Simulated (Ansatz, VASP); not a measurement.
## One calculation of Bi, two programs

```
Bi
1.0
    -4.04461    4.04461    1.39480
     4.04461   -4.04461    1.39480
     4.04461    4.04461   -1.39480
Bi
1
Direct
  0.00000 0.00000 0.00000
```

Change from the starting cell: strain -0.050 along x and y, -0.025 along z, atoms carried along.

Alike in both runs: task single point; functional LDA; k mesh 10 × 10 × 10; occupations gaussian, width 0.05 eV; no spin polarisation.

|  | VASP | Ansatz |
| --- | --- | --- |
| version | VASP 6.6.1 | Ansatz 0.2.0 |
| potentials or method | VASP PAW LDA potentials, release 64 (Bi_d), cutoff 520 eV | scalar-relativistic, plane waves, PAW |
| valence electrons in the cell | 15 | 15 |

|  | VASP | Ansatz | Ansatz less VASP |
| --- | --- | --- | --- |
| gap on the k mesh at the Fermi level (eV) | none | none | - |
| pressure (GPa) | -0.8 | -0.7 | +0.03 |
| traceless stress, the component that is largest in VASP (GPa) | -0.35 | -0.35 | +0.003 |

LDA's correlation is that of Perdew and Zunger in VASP and of Perdew and Wang (1992) in Ansatz. A gap of «none» marks a metal or a gap that the smearing closes.

Spin-orbit coupling is off throughout.
